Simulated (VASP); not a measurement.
# CdSe (P6_3mc) in VASP: notebook

Runs on CdSe. Level: PBE. Tasks: single point.

Everything below comes from runs of VASP 6.6.1. Logs are shortened: lines on timing, memory, paths and dates and some standing lists are left out, and cuts for length are marked.

### 1 The cell of the first run

It takes space group P6_3mc (No. 186, hexagonal). Conventional cell: a = 4.299 Å, b = 4.299 Å, c = 7.220 Å, α = 90.00°, β = 90.00°, γ = 120.00°. Cd (site symmetry 3m) has 4 Se at 2.66 to 2.67 Å within 3.5 Å. Within 3.5 Å of Se (site symmetry 3m) lie 4 Cd at 2.66 to 2.67 Å.

### 2 Single point, PBE (z stretched by +3 %, then relaxed in part)

File INCAR:

```
SYSTEM = CdSe
  PREC = Accurate
  ENCUT = 520
  EDIFF = 1E-7
  ISMEAR = -1
  SIGMA = 0.02
  LREAL = .FALSE.
  LASPH = .TRUE.
  NELM = 60
  ALGO = Normal
  ISIF = 2
  LWAVE = .FALSE.
  LCHARG = .FALSE.
  GGA = PE
  NBANDS = 26
```

File KPOINTS:

```
Automatic mesh
0
G
  12 12 6
  0 0 0
```

File POSCAR:

```
CdSe
1.0
    4.2990000000      0.0000000000      0.0000000000
   -2.1495000000      3.7230432109      0.0000000000
    0.0000000000      0.0000000000      7.2203000000
Cd Se
2 2
Direct
    0.3333333333      0.6666666667      0.0036785084
    0.6666666667      0.3333333333      0.5036785084
    0.3333333333      0.6666666667      0.3731114916
    0.6666666667      0.3333333333      0.8731114916
```

Potentials or basis: VASP PAW PBE potentials, release 64 (Cd, Se).

The run is started by

```bash
$ cat potpaw_PBE.64/Cd/POTCAR potpaw_PBE.64/Se/POTCAR > POTCAR
$ mpirun -np 1 vasp_std > vasp.out
```

OUTCAR:

```text
SYSTEM = CdSe
   PREC = Accurate
   ENCUT = 520
   EDIFF = 1E-7
   ISMEAR = -1
   LREAL = .FALSE.
   LASPH = .TRUE.
   NELM = 60
   ISIF = 2
   GGA = PE

 ion  position               nearest neighbor table
   1  0.333  0.667  0.004-   4 2.66   4 2.66   4 2.66   3 2.67
   2  0.667  0.333  0.504-   3 2.66   3 2.66   3 2.66   4 2.67
   3  0.333  0.667  0.373-   2 2.66   2 2.66   2 2.66   1 2.67
   4  0.667  0.333  0.873-   1 2.66   1 2.66   1 2.66   2 2.67

  LATTYP: Found a hexagonal cell.
 ALAT       =     4.2990000000
 C/A-ratio  =     1.6795301233

  Lattice vectors:

 A1 = (   4.2990000000,   0.0000000000,   0.0000000000)
 A2 = (  -2.1495000000,   3.7230432109,   0.0000000000)
 A3 = (   0.0000000000,   0.0000000000,   7.2203000000)

Analysis of symmetry for initial positions (statically):
=====================================================================
 Subroutine PRICEL returns:
 Original cell was already a primitive cell.

 Routine SETGRP: Setting up the symmetry group for a
 hexagonal supercell.

 Subroutine GETGRP returns: Found 12 space group operations
 (whereof  6 operations were pure point group operations)
 out of a pool of 24 trial point group operations.

The static configuration has the point symmetry C_3v.
 The point group associated with its full space group is C_6v.

Analysis of symmetry for dynamics (positions and initial velocities):
=====================================================================
 Subroutine PRICEL returns:
 Original cell was already a primitive cell.

 Routine SETGRP: Setting up the symmetry group for a
 hexagonal supercell.

 Subroutine GETGRP returns: Found 12 space group operations
 (whereof  6 operations were pure point group operations)
 out of a pool of 24 trial point group operations.

The dynamic configuration has the point symmetry C_3v.
 The point group associated with its full space group is C_6v.

 Subroutine INISYM returns: Found 12 space group operations
 (whereof  6 operations are pure point group operations),
 and found     1 'primitive' translations

----------------------------------------------------------------------------------------

                                     Primitive cell

  volume of cell :     115.5635

  direct lattice vectors                    reciprocal lattice vectors
     4.299000000  0.000000000  0.000000000     0.232612235  0.134298737  0.000000000
    -2.149500000  3.723043211  0.000000000     0.000000000  0.268597473  0.000000000
     0.000000000  0.000000000  7.220300000     0.000000000  0.000000000  0.138498400

  length of vectors
     4.299000000  4.299000000  7.220300000     0.268597473  0.268597473  0.138498400

  position of ions in fractional coordinates (direct lattice)
     0.333333333  0.666666667  0.003678508
     0.666666667  0.333333333  0.503678508
     0.333333333  0.666666667  0.373111492
     0.666666667  0.333333333  0.873111492

  ion indices of the primitive-cell ions
   primitive index   ion index
                 1           1
                 2           2
                 3           3
                 4           4

----------------------------------------------------------------------------------------

 KPOINTS: Automatic mesh

Automatic generation of k-mesh.
 Grid dimensions read from file:
 generate k-points for:   12   12    6

 Generating k-lattice:

  Cartesian coordinates                     Fractional coordinates (reciprocal lattice)
     0.019384353  0.011191561  0.000000000     0.083333333  0.000000000  0.000000000
     0.000000000  0.022383123  0.000000000     0.000000000  0.083333333  0.000000000
     0.000000000  0.000000000  0.023083067     0.000000000  0.000000000  0.166666667

  Length of vectors
     0.022383123  0.022383123  0.023083067

  Shift w.r.t. Gamma in fractional coordinates (k-lattice)
     0.000000000  0.000000000  0.000000000

 Subroutine IBZKPT returns following result:
 ===========================================

 Found     76 irreducible k-points:

 Following reciprocal coordinates:
            Coordinates               Weight
  0.000000  0.000000  0.000000      1.000000
  0.083333 -0.000000  0.000000      6.000000
  0.166667  0.000000  0.000000      6.000000
  0.250000  0.000000  0.000000      6.000000
  0.333333  0.000000  0.000000      6.000000
  0.416667 -0.000000  0.000000      6.000000
[... 16 lines left out ...]
  0.250000  0.000000  0.166667     12.000000
  0.333333  0.000000  0.166667     12.000000
 [... further k-points ...]
   k-points           NKPTS =     76   k-points in BZ     NKDIM =     76   number of bands    NBANDS=     26
   number of dos      NEDOS =    301   number of ions     NIONS =      4
   total plane-waves  NPLWV =  55296
   dimension x,y,z NGX =    32 NGY =   32 NGZ =   54
   dimension x,y,z NGXF=    64 NGYF=   64 NGZF=  108
   ions per type =               2   2
   NGX,Y,Z   is equivalent  to a cutoff of  12.37, 12.37, 12.43 a.u.
   NGXF,Y,Z  is equivalent  to a cutoff of  24.75, 24.75, 24.87 a.u.
 SYSTEM =  CdSe
   PREC   = accura    normal or accurate (medium, high low for compatibility)
   ISTART =      0    job   : 0-new  1-cont  2-samecut
   ICHARG =      2    charge: 1-file 2-atom 10-const
   ISPIN  =      1    spin polarized calculation?
   LNONCOLLINEAR =      F non collinear calculations
   LSORBIT =      F    spin-orbit coupling
   LASPH  =      T    aspherical Exc in radial PAW
   ENCUT  =  520.0 eV  38.22 Ry    6.18 a.u.   7.99  7.99 13.42*2*pi/ulx,y,z
   NELM   =     60;   NELMIN=  2; NELMDL= -5     # of ELM steps
   EDIFF  = 0.1E-06   stopping-criterion for ELM
   LREAL  =      F    real-space projection
   EDIFFG = 0.1E-05   stopping-criterion for IOM
   NSW    =      0    number of steps for IOM
   IBRION =     -1    ionic relax: 0-MD 1-quasi-New 2-CG
   NFREE  =      0    steps in history (QN), initial steepest desc. (CG)
   ISIF   =      2    stress and relaxation
   ISYM   =      2    0-nonsym 1-usesym 2-fastsym
   POTIM  = 0.5000    time-step for ionic-motion
   TEBEG  =    0.0;   TEEND  =   0.0 temperature during run
   PSTRESS=    0.0 pullay stress
   NELECT =      36.0000    total number of electrons
   NUPDOWN=      -1.0000    fix difference up-down
   EMIN   =  10.00;   EMAX   =-10.00  energy-range for DOS
   EFERMI =   0.00;   METHOD = LEGACY
   ISMEAR =    -1;   SIGMA  =   0.02  broadening in eV -4-tet -1-fermi 0-gaus
   EFERMI_NEDOS =   21; number of points for ismear=-14 and -15
   IALGO  =     38    algorithm
   IMIX   =      4    mixing-type and parameters
     AMIX     =   0.40;   BMIX     =  1.00
     AMIX_MAG =   1.60;   BMIX_MAG =  1.00
  volume/ion in A,a.u.               =      28.89       194.97
  Fermi-wavevector in a.u.,A,eV,Ry     =   1.109776  2.097173 16.756979  1.231603
  Thomas-Fermi vector in A             =   2.246320
   LORBIT       =      0    0 simple, 1 ext, 2 COOP (PROOUT), +10 PAW based schemes
   GGA     = PE    functional components
   LHFCALC =     F    Hartree Fock is set to
   AEXX    =    0.0000 exact exchange contribution
   IVDW    =     0    specifies the selected vdW correction
   LEPSILON=     F    determine dielectric tensor
   LRPA    =     F    only Hartree local field effects (RPA)
 non-spin polarized calculation
  energy-cutoff  :      520.00
  volume of cell :      115.56
 maximum number of plane-waves:      3132
 NGX is ok and might be reduce to    32
   NGX = 15   NGY = 15   NGZ = 27

 number of electron      35.9999999 magnetization

 Free energy of the ion-electron system (eV)
  ---------------------------------------------------
  ext. energy  EPLUGINS =         0.00000000
  ---------------------------------------------------
  free energy    TOTEN  =       -10.96714480 eV

  energy without entropy =      -10.96714480  energy(sigma->0) =      -10.96714480

 E-fermi :   1.0630     XC(G=0):  -8.7622

 val. band max:        0.7792536090   @ k =   0.0000   0.0000   0.0000
 cond. band min:       1.3252703726   @ k =   0.0000   0.0000   0.0000
 fundamental gap:      0.5460167636
 Fermi energy:         1.0629974440

 k-point     1 :       0.0000    0.0000    0.0000
  band No.  band energies     occupation
      1     -11.7141      2.00000
      2     -11.3752      2.00000
      3      -7.1157      2.00000
      4      -7.0958      2.00000
      5      -7.0958      2.00000
      6      -7.0324      2.00000
[... 18 lines left out ...]
     25       7.8119      0.00000
     26       8.1738      0.00000

 k-point     2 :       0.0833   -0.0000    0.0000
  band No.  band energies     occupation
      1     -11.6931      2.00000
      2     -11.3648      2.00000
      3      -7.1081      2.00000
      4      -7.0886      2.00000
      5      -7.0810      2.00000
      6      -7.0236      2.00000
[... 18 lines left out ...]
     25       7.9713      0.00000
     26       8.0684      0.00000

 k-point     3 :       0.1667    0.0000    0.0000
  band No.  band energies     occupation
      1     -11.6346      2.00000
      2     -11.3371      2.00000
      3      -7.0883      2.00000
      4      -7.0701      2.00000
      5      -7.0360      2.00000
      6      -6.9956      2.00000
[... 18 lines left out ...]
     25       7.8620      0.00000
     26       8.4118      0.00000

 k-point     4 :       0.2500    0.0000    0.0000
  band No.  band energies     occupation
      1     -11.5513      2.00000
      2     -11.3017      2.00000
      3      -7.0640      2.00000
      4      -7.0481      2.00000
      5      -6.9789      2.00000
      6      -6.9580      2.00000
[... 18 lines left out ...]
     25       8.1269      0.00000
     26       8.5395      0.00000

 k-point     5 :       0.3333    0.0000    0.0000
  band No.  band energies     occupation
      1     -11.4622      2.00000
      2     -11.2710      2.00000
      3      -7.0432      2.00000
      4      -7.0309      2.00000
      5      -6.9361      2.00000
      6      -6.9224      2.00000
[... 18 lines left out ...]
     25       8.4040      0.00000
     26       8.9786      0.00000

 k-point     6 :       0.4167   -0.0000    0.0000
  band No.  band energies     occupation
      1     -11.3899      2.00000
      2     -11.2551      2.00000
      3      -7.0310      2.00000
      4      -7.0215      2.00000
      5      -6.9015      2.00000
      6      -6.8980      2.00000
[... 427 lines left out ...]
 k-point    21 :       0.0833   -0.0000    0.1667
  band No.  band energies     occupation
      1     -11.6711      2.00000
      2     -11.3866      2.00000
      3      -7.0945      2.00000
      4      -7.0849      2.00000
      5      -7.0733      2.00000
      6      -7.0286      2.00000
[... 18 lines left out ...]
     25       7.8448      0.00000
     26       7.9909      0.00000

 k-point    22 :       0.1667    0.0000    0.1667
  band No.  band energies     occupation
      1     -11.6144      2.00000
      2     -11.3566      2.00000
      3      -7.0787      2.00000
      4      -7.0656      2.00000
      5      -7.0282      2.00000
      6      -7.0006      2.00000
[... 18 lines left out ...]
     25       7.9905      0.00000
     26       8.2765      0.00000

 k-point    23 :       0.2500    0.0000    0.1667
  band No.  band energies     occupation
      1     -11.5340      2.00000
      2     -11.3177      2.00000
      3      -7.0576      2.00000
      4      -7.0423      2.00000
      5      -6.9819      2.00000
      6      -6.9642      2.00000
[... 18 lines left out ...]
     25       8.1213      0.00000
     26       8.8888      0.00000

 k-point    24 :       0.3333    0.0000    0.1667
  band No.  band energies     occupation
      1     -11.4486      2.00000
      2     -11.2828      2.00000
      3      -7.0396      2.00000
      4      -7.0235      2.00000
      5      -6.9461      2.00000
      6      -6.9293      2.00000
[... 18 lines left out ...]
     25       8.2098      0.00000
     26       9.1865      0.00000

 [... further k-points ...]
[... 5 lines left out ...]
  --------------------------------------------------------------------------------------
  -------------------------------------------------------------------------------------
  Total        1.4725138      1.4725138      0.6286697      0.0000000      0.0000000      0.0000000
  in kB       20.4149910     20.4149910      8.7159021      0.0000000      0.0000000      0.0000000
  external PRESSURE =      16.5152947 kB  Pullay stress =       0.0000000 kB

 VOLUME and BASIS-vectors are now :
 -----------------------------------------------------------------------------
  energy-cutoff  :      520.00
  volume of cell :      115.56
      direct lattice vectors                 reciprocal lattice vectors
     4.299000000  0.000000000  0.000000000     0.232612235  0.134298737  0.000000000
    -2.149500000  3.723043211  0.000000000     0.000000000  0.268597473  0.000000000
     0.000000000  0.000000000  7.220300000     0.000000000  0.000000000  0.138498400

 POSITION                                       TOTAL-FORCE (eV/Angst)
 -----------------------------------------------------------------------------------
     -0.00000      2.48203      0.02656        -0.000000     -0.000000     -0.003444
      2.14950      1.24101      3.63671         0.000000     -0.000000     -0.003444
     -0.00000      2.48203      2.69398         0.000000      0.000000      0.003444
      2.14950      1.24101      6.30413         0.000000     -0.000000      0.003444
 -----------------------------------------------------------------------------------
    total drift:                               -0.000000     -0.000000      0.000577

  FREE ENERGIE OF THE ION-ELECTRON SYSTEM (eV)
  ---------------------------------------------------
  free  energy   TOTEN  =       -10.9671448035 eV

  energy  without entropy=      -10.9671448007  energy(sigma->0) =      -10.96714480
```

It took 73 s on 1 thread of Intel Xeon 6975P-C (Granite Rapids), shared host; peak memory 0.35 GiB.

Results:

```
Free energy            : -10.9671 eV
Pressure               : 1.7 GPa
Largest force          : 0.003 eV/Å
Band gap on the k mesh : 0.55 eV
```

Forces in eV/Å, atoms in the order of the input:
```
Cd   0.000  0.000 -0.003
Cd   0.000  0.000 -0.003
Se   0.000  0.000  0.003
Se   0.000  0.000  0.003
```

Caveat: the cell differs from its parent crystal (z stretched by +3 %, then relaxed in part).

### 3 Single point, PBE (29.17 Å³/atom)

This run uses another cell than the first one, of 29.17 Å³/atom.

File INCAR:

```
ALGO = Normal
EDIFF = 1E-7
ENCUT = 520
GGA = PE
ISIF = 2
ISMEAR = -1
LASPH = T
LCHARG = F
LREAL = F
LWAVE = F
NBANDS = 26
NELM = 80
PREC = Accurate
SIGMA = 0.02
```

File KPOINTS:

```
k-points
0
Gamma
  12 12 6
```

File POSCAR:

```
CdSe
1.0
    4.3555722770      0.0000000000      0.0000000000
   -2.1777861385      3.7720362399      0.0000000000
    0.0000000000      0.0000000000      7.1022474208
Cd Se
2 2
Direct
    0.3333333333      0.6666666667      0.0004794859
    0.6666666667      0.3333333333      0.5004794859
    0.3333333333      0.6666666667      0.3763105141
    0.6666666667      0.3333333333      0.8763105141
```

Potentials or basis: VASP PAW PBE potentials, release 64 (Cd, Se).

The run is started by

```bash
$ cat potpaw_PBE.64/Cd/POTCAR potpaw_PBE.64/Se/POTCAR > POTCAR
$ mpirun -np 1 vasp_std > vasp.out
```

It took 71 s on 1 thread of Intel Xeon 6975P-C (Granite Rapids), shared host; peak memory 0.35 GiB.

Results (log left out):

```
Free energy            : -10.9850 eV
Pressure               : 1.2 GPa
Band gap on the k mesh : 0.59 eV
```

Forces on the atoms (eV/Å):
```
Cd   0.000  0.000 -0.002
Cd   0.000  0.000 -0.002
Se   0.000  0.000  0.002
Se   0.000  0.000  0.002
```

Stress tensor (GPa, compression positive):
```
1.17 0.00 0.00
0.00 1.17 0.00
0.00 0.00 1.25
```

Levels at points of the mesh, in eV from the valence-band top:
| k point | band 15 | band 16 | band 17 | band 18 | band 19 | band 20 | band 21 | band 22 |
| --- | --- | --- | --- | --- | --- | --- | --- | --- |
| (0.00, 0.00, 0.00) | -0.72 | -0.04 | 0.00 | 0.00 | 0.59 | 2.16 | 5.85 | 5.85 |
| (0.50, 0.00, 0.00) | -2.50 | -1.74 | -1.24 | -0.71 | 3.14 | 3.33 | 4.78 | 6.02 |
| (0.00, 0.00, 0.50) | -0.37 | -0.37 | -0.37 | -0.37 | 2.30 | 2.30 | 5.80 | 5.80 |
| (0.50, 0.00, 0.50) | -1.28 | -1.28 | -1.26 | -1.26 | 2.92 | 2.92 | 4.84 | 4.84 |
